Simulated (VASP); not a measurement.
A run of VASP 6.6.1 is set up as follows.

INCAR

```
ALGO = Normal
EDIFF = 1E-6
EDIFFG = -0.005
ENCUT = 600
GGA = PE
IBRION = 2
ISIF = 3
ISMEAR = -1
LASPH = True
LCHARG = False
LREAL = False
LWAVE = False
NELM = 100
NSW = 60
PREC = Accurate
PSTRESS = 3300.0
SIGMA = 0.05
```

KPOINTS

```
k-points
0
Gamma
  21 21 21
```

File POSCAR:

```
Ga
1.0
   -1.2640490346      1.2640490346      1.2640490346
    1.2640490346     -1.2640490346      1.2640490346
    1.2640490346      1.2640490346     -1.2640490346
Ga
1
Direct
    0.0000000000      0.0000000000      0.0000000000
```

Potentials or basis: VASP PAW PBE potentials, release 64 (Ga_d).

Run with:

```bash
$ cat potpaw_PBE.64/Ga_d/POTCAR > POTCAR
$ mpirun -np 1 vasp_std > vasp.out
```

Q: Predict the relaxed cell.

A: a = 2.193 Å, b = 2.193 Å, c = 2.193 Å, α = 109.47°, β = 109.47°, γ = 109.47°.

Q: Estimate the relaxed volume.

A: 8.11 Å³/atom.

Step by step:
| step | energy change (eV) | largest force (eV/Å) | pressure (GPa) | volume (Å³) |
| --- | --- | --- | --- | --- |
| 1 | 0.0000 | 0.0000 | 333.99 | 8.08 |
| 2 | -0.4716 | 0.0000 | 302.38 | 8.32 |
| 3 | -0.0635 | 0.0000 | 331.04 | 8.11 |
| 4 | -0.0785 | 0.0000 | 329.43 | 8.12 |
| 5 | -0.0732 | 0.0000 | 329.82 | 8.11 |
| 6 | -0.0712 | 0.0000 | 330.24 | 8.11 |
| 7 | -0.0726 | 0.0000 | 329.91 | 8.11 |

Caveat: the cell is relaxed towards a set pressure, so the enthalpy falls and the energy may rise.
